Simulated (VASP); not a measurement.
Runs of VASP 6.6.1 on AlN. The structure is that of space group P6_3/mmc (No. 194), or close to it. The cells are those of the table. 

| task | cell | k mesh | cutoff (eV) | smearing | k mesh for the DOS | occupations for the DOS | gap on the mesh (eV) | pressure (GPa) | relaxed volume (Å³/atom) |
| --- | --- | --- | --- | --- | --- | --- | --- | --- | --- |
| single point | a = 2.856, b = 2.856, c = 4.883 Å, angles 90.0, 90.0, 120.0°, 4 atoms | 12 × 12 × 6 | 520 | gaussian 0.02 eV | - | - | 4.73 | -0.3 | - |
| relaxation of cell and atoms | relaxed from a = 2.856, b = 2.856, c = 4.883 Å, angles 90.0, 90.0, 120.0°, 4 atoms | 12 × 12 × 6 | 600 | gaussian 0.02 eV | - | - | 4.74 | 0.0 | 8.61 |
| single point | a = 2.856, b = 2.856, c = 4.883 Å, angles 90.0, 90.0, 120.0°, 4 atoms | 6 × 6 × 4 | 520 | gaussian 0.1 eV | - | - | (b) | -0.3 | - |
| single point | a = 2.908, b = 2.908, c = 5.725 Å, angles 90.0, 90.0, 120.0°, 4 atoms | 6 × 6 × 4 | 520 | gaussian 0.1 eV | - | - | 0.41 | -30.8 | - |
| relaxation of cell and atoms | relaxed from a = 2.908, b = 2.908, c = 5.725 Å, angles 90.0, 90.0, 120.0°, 4 atoms | 6 × 6 × 4 | 600 | gaussian 0.1 eV | - | - | (a) | 0.0 | 8.61 |

Alike in all rows: level PBE; potentials or basis VASP PAW PBE potentials, release 64 (Al, N); no spin polarisation.

Estimate the missing entries.

(a) 4.83; (b) 4.81.

Caveats: some runs use coarse meshes; the volume moved by over 15 % at a fixed basis, so the end points are rough (some runs).

A k mesh can miss the band edges.
